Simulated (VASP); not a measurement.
Input of a VASP 6.6.1 run:

The input POSCAR:

```
SnSe
1.0
    4.6075519346      0.0000000000      0.0000000000
    0.0000000000      3.9646377112      0.0000000000
    0.0000000000      0.0000000000     10.9898489716
Sn Se
2 2
Direct
    0.5000000000      0.0000000000      0.3713940265
    0.0000000000      0.5000000000      0.6286059735
    0.5000000000      0.0000000000      0.6150878825
    0.0000000000      0.5000000000      0.3849121175
```

INCAR.step1

```
SYSTEM = SnSe
  ALGO = Normal
  EDIFF = 1E-4
  ENCUT = 520
  GGA = PE
  ISMEAR = 0
  LASPH = .TRUE.
  LCHARG = .FALSE.
  LREAL = .FALSE.
  LWAVE = .TRUE.
  NBANDS = 28
  NELM = 60
  PREC = Accurate
  SIGMA = 0.05
```

INCAR.step2

```
SYSTEM = SnSe
  ALGO = Normal
  EDIFF = 1E-7
  ENCUT = 520
  ISIF = 2
  ISMEAR = 0
  ISTART = 1
  LASPH = .TRUE.
  LCHARG = .TRUE.
  LELF = .TRUE.
  LMIXTAU = .TRUE.
  LREAL = .FALSE.
  LVHAR = .TRUE.
  LWAVE = .FALSE.
  METAGGA = R2SCAN
  NBANDS = 28
  NELM = 60
  PREC = Accurate
  SIGMA = 0.05
```

File KPOINTS:

```
k-points
0
G
  6 6 4
  0 0 0
```

Potentials or basis: VASP PAW PBE potentials, release 64 (Sn_d, Se).

The run is started by

```sh
$ cat potpaw_PBE.64/Sn_d/POTCAR potpaw_PBE.64/Se/POTCAR > POTCAR
$ cp INCAR.step1 INCAR
$ mpirun -np 1 vasp_std > vasp.out
$ cp INCAR.step2 INCAR
$ mpirun -np 1 vasp_std > vasp.out
```

(1) What does it give for the band gap on the k mesh?

(2) What does it give for the largest force?

Answers

(1) 0.91 eV (least direct gap 1.57 eV).

(2) 0.051 eV/Å.

Caveat: the cell differs from its parent crystal (strain +0.0750 x Voigt [1, -1, 0, 0, 0, 0]); there is no dipole correction, which matters where the two faces differ; the PAW data sets were made with another functional, which shifts forces and pressure a little; spin-orbit coupling is left out, which moves the levels of the heavy elements.
